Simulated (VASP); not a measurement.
A run of VASP 6.6.1 is set up as follows.

File INCAR:

```
PREC = Accurate ; ENCUT = 520
EDIFF = 1E-6 ; ISMEAR = 0
SIGMA = 0.15 ; LREAL = F
LASPH = T ; NELM = 100
ALGO = Normal ; ISIF = 2
LWAVE = F ; LCHARG = F
GGA = PE ; NBANDS = 18
```

File KPOINTS:

```
Automatic mesh
0
Gamma
  18 18 18
```

Contents of POSCAR:

```
Si2W
1.0
   -1.6812735201      1.6812735201      3.6280201289
    1.6812735201     -1.6812735201      3.6280201289
    1.6812735201      1.6812735201     -3.6280201289
Si W
2 1
Direct
    0.3345726944      0.3345726944      0.0000000000
    0.6654273056      0.6654273056      0.0000000000
    0.0000000000      0.0000000000      0.0000000000
```

Potentials or basis: VASP PAW PBE potentials, release 64 (Si, W_sv).

Run with:

```bash
$ cat potpaw_PBE.64/Si/POTCAR potpaw_PBE.64/W_sv/POTCAR > POTCAR
$ mpirun -np 1 vasp_std > vasp.out
```

Estimate the pressure.

6.7 GPa.

Predict the band gap on the k mesh.

zero (bands 11 and 12 overlap by 0.53 eV).

Predict the largest force.

0.186 eV/Å.

Forces on the atoms (eV/Å):
```
Si   0.000  0.000  0.186
Si   0.000  0.000 -0.186
W    0.000  0.000  0.000
```

Caveat: the stress differs along the axes, from -13 to 46 GPa; spin-orbit coupling is left out, which moves the levels of the heavy elements.
